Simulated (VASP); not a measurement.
Wanted: the native input for a VASP 6.6.1 run.

- Task: electric field gradients
- Functional: PBE
- Potentials or basis: VASP PAW PBE potentials, release 64 (W_sv, C)
- Cutoff: 520 eV
- k mesh: 13 × 13 × 12
- Occupations: fermi-dirac, width 0.05 eV
- Spin: no spin polarisation
- Dipole correction: no
- Further INCAR settings: ALGO = Normal; EDIFF = 1e-08; NBANDS = 16

The structure of WC lies in POSCAR:

```
WC
1.0
    2.9292211398      0.0000000000      0.0000000000
   -1.4646105699      2.5367799204      0.0000000000
    0.0000000000      0.0000000000      2.8570117227
W C
1 1
Direct
    0.0000000000      0.0000000000      0.0000000000
    0.6666666667      0.3333333333      0.5000000000
```

This cell differs from its parent crystal: volume scaled by 1.03.

These files were run (other wordings do the same):

INCAR

```
SYSTEM = WC
ALGO = Normal ; EDIFF = 1E-8
ENCUT = 520 ; GGA = PE
ISIF = 2 ; ISMEAR = -1
LASPH = .TRUE. ; LCHARG = .FALSE.
LEFG = .TRUE. ; LREAL = .FALSE.
LWAVE = .FALSE. ; NBANDS = 16
NELM = 60 ; PREC = Accurate
SIGMA = 0.05
```

KPOINTS

```
k-points
0
G
  13 13 12
  0 0 0
```

Potentials or basis: VASP PAW PBE potentials, release 64 (W_sv, C).

Run with:

```console
$ cat potpaw_PBE.64/W_sv/POTCAR potpaw_PBE.64/C/POTCAR > POTCAR
$ mpirun -np 1 vasp_std > vasp.out
```

Results of the run:

The pressure is -2.3 GPa. The band gap on the k mesh is zero (band 9 reaches 11.44 eV, above the bottom of band 10 at 10.20 eV).

Caveat: without QUAD_EFG the Cq values of the log hold for a quadrupole moment of 1 mb, not for the nuclei; spin-orbit coupling is left out, which moves the levels of the heavy elements.

Run time: 29 s on 1 thread of Intel Xeon 6975P-C, on a shared host, peak memory 0.18 GiB.
